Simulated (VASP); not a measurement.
A run of VASP 6.6.1 is set up as follows.

The input INCAR:

```
ALGO = Normal ; EDIFF = 1E-6
ENCUT = 520 ; GGA = PE
ISIF = 2 ; ISMEAR = 0
LASPH = T ; LCHARG = T
LELF = T ; LREAL = F
LVHAR = T ; LWAVE = F
NBANDS = 30 ; NELM = 100
PREC = Accurate ; SIGMA = 0.1
```

File KPOINTS:

```
k-points
0
Gamma
  8 8 8
```

POSCAR

```
KGaRe3
1.0
    4.7036364523      0.0000000000      0.0000000000
    0.0000000000      4.7036364523      0.0000000000
    0.0000000000      0.0000000000      4.7036364523
K Ga Re
1 1 3
Direct
    0.0000000000      0.0000000000      0.0000000000
    0.5000000000      0.5000000000      0.5000000000
    0.0000000000      0.5000000000      0.5000000000
    0.5000000000      0.0000000000      0.5000000000
    0.5000000000      0.5000000000      0.0000000000
```

Potentials or basis: VASP PAW PBE potentials, release 64 (K_sv, Ga_d, Re).

Command:

```bash
$ cat potpaw_PBE.64/K_sv/POTCAR potpaw_PBE.64/Ga_d/POTCAR potpaw_PBE.64/Re/POTCAR > POTCAR
$ mpirun -np 1 vasp_std > vasp.out
```

Question: Predict the pressure.

Answer: 0.2 GPa.
